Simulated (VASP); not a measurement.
Runs of VASP 6.6.1 on Ta3Mo. The structure is that of space group I4/mmm (No. 139), or close to it. The cells are those of the table. 

| task | cell | k mesh | cutoff (eV) | gap on the mesh (eV) | pressure (GPa) |
| --- | --- | --- | --- | --- | --- |
| relaxation of cell and atoms | relaxed from a = 5.124 Å, angles 135.6, 135.6, 64.7°, 4 atoms | 6 × 6 × 6 | 600 | none | 0.0 |
| single point | a = 5.517 Å, angles 139.0, 139.0, 59.4°, 4 atoms | 16 × 16 × 16 | 520 | none | 0.2 |
| single point | a = 5.505 Å, angles 138.8, 138.8, 59.7°, 4 atoms | 6 × 6 × 6 | 520 | none | 0.3 |
| single point | a = 5.124 Å, angles 135.6, 135.6, 64.7°, 4 atoms | 6 × 6 × 6 | 520 | none | (a) |

Alike in all rows: level PBE; potentials or basis VASP PAW PBE potentials, release 64 (Ta_pv, Mo_sv); no spin polarisation; smearing gaussian 0.1 eV.

Q: Fill in the values left out.

A: (a) 25.1.

Caveats: some runs use coarse meshes; spin-orbit coupling is left out, which moves the levels of the heavy elements.

A k mesh can miss the band edges, and the runs leave out spin-orbit coupling on Mo, Ta.

A gap of «none» marks levels without a gap at the run's occupations.
